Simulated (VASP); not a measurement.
Set up this calculation in VASP 6.6.1, as the native input.

```
Task                   : single point
Functional             : PBEsol
Potentials or basis    : VASP PAW PBE potentials, release 64 (Ag, Cl)
Cutoff                 : 520 eV
k mesh                 : 12 × 12 × 12
Occupations            : gaussian, width 0.05 eV
Spin                   : no spin polarisation
Dipole correction      : no
Further INCAR settings : ALGO = Normal; EDIFF = 1e-07; NBANDS = 16
```

The structure of AgCl lies in POSCAR:

```
AgCl
1.0
    3.2409003445      0.0582426361      0.0582426361
    0.0582426361      3.2409003445      0.0582426361
    0.0582426361      0.0582426361      3.2409003445
Ag Cl
1 1
Direct
    0.0000000000      0.0000000000      0.0000000000
    0.5000000000      0.5000000000      0.5000000000
```

These files were run (other wordings do the same):

INCAR

```
SYSTEM = AgCl
PREC = Accurate
ENCUT = 520
EDIFF = 1E-7
ISMEAR = 0
SIGMA = 0.05
LREAL = .False.
LASPH = .True.
NELM = 80
ALGO = Normal
ISIF = 2
LWAVE = .False.
LCHARG = .True.
GGA = PS
LELF = .True.
LVHAR = .True.
NBANDS = 16
```

KPOINTS

```
regular mesh
0
Gamma
  12 12 12
  0 0 0
```

Potentials or basis: VASP PAW PBE potentials, release 64 (Ag, Cl).

Command:

```bash
$ cat potpaw_PBE.64/Ag/POTCAR potpaw_PBE.64/Cl/POTCAR > POTCAR
$ mpirun -np 1 vasp_std > vasp.out
```

Results of the run:

```yaml
Pressure: 6.7 GPa
Band_gap_on_the_k_mesh: 0.41 eV, indirect (least direct gap 2.52 eV)
```

Caveat: the PAW data sets were made with another functional, which shifts forces and pressure a little.

It took 34 s on 1 thread of Intel(R) Xeon(R) Platinum 8488C (Sapphire Rapids) (shared host), peak memory 0.21 GiB.
